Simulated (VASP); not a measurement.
Input of a VASP 6.6.1 run:

The input INCAR:

```
SYSTEM = Ge2BiO2
  PREC = Accurate
  ENCUT = 600
  EDIFF = 1E-6
  ISMEAR = 0
  SIGMA = 0.1
  LREAL = .FALSE.
  LASPH = .TRUE.
  NELM = 100
  ALGO = Normal
  ISIF = 3
  LWAVE = .FALSE.
  LCHARG = .FALSE.
  GGA = PE
  IBRION = 2
  NSW = 90
  EDIFFG = -0.04
```

Contents of KPOINTS:

```
regular mesh
0
G
  6 6 4
  0 0 0
```

File POSCAR:

```
Ge2BiO2
1.0
    3.6349236300      0.0000000000      0.0000000000
    0.0000000000      3.6349236300      0.0000000000
    0.0000000000      0.0000000000      7.3686469100
Ge Bi O
2 1 2
Direct
    0.5000000000      0.0000000000      0.1809170900
    0.0000000000      0.5000000000      0.1809170900
    0.5000000000      0.5000000000      0.4674850100
    0.5000000000      0.0000000000      0.4398501800
    0.0000000000      0.5000000000      0.4398501800
```

Potentials or basis: VASP PAW PBE potentials, release 64 (Ge_d, Bi_d, O).

Launch:

```console
$ cat potpaw_PBE.64/Ge_d/POTCAR potpaw_PBE.64/Bi_d/POTCAR potpaw_PBE.64/O/POTCAR > POTCAR
$ mpirun -np 1 vasp_std > vasp.out
```

Problem. Predict the space group after relaxing (to 0.1 Å).

Solution. P4mm (No. 99).

Problem. Predict the band gap on the k mesh.

Solution. Zero (an odd number of electrons rules out a gap without spin polarisation).

Problem. What does it give for the relaxed volume?

Solution. 18.79 Å³/atom.

Problem. What does it give for the relaxed cell?

Solution. a = 4.086 Å, b = 4.086 Å, c = 5.627 Å, α = 90.00°, β = 90.00°, γ = 90.00°.

Forces on the atoms (eV/Å):
```
Ge   0.000  0.000  0.006
Ge   0.000  0.000  0.006
Bi   0.000  0.000  0.003
O    0.000  0.000 -0.008
O    0.000  0.000 -0.008
```

Caveat: a cell axis changed by over 15 % at a fixed basis, so the end point is rough; spin-orbit coupling is left out, which moves the levels of the heavy elements; an odd number of electrons without spin polarisation forces a metal; a magnetic or distorted state may lie lower.
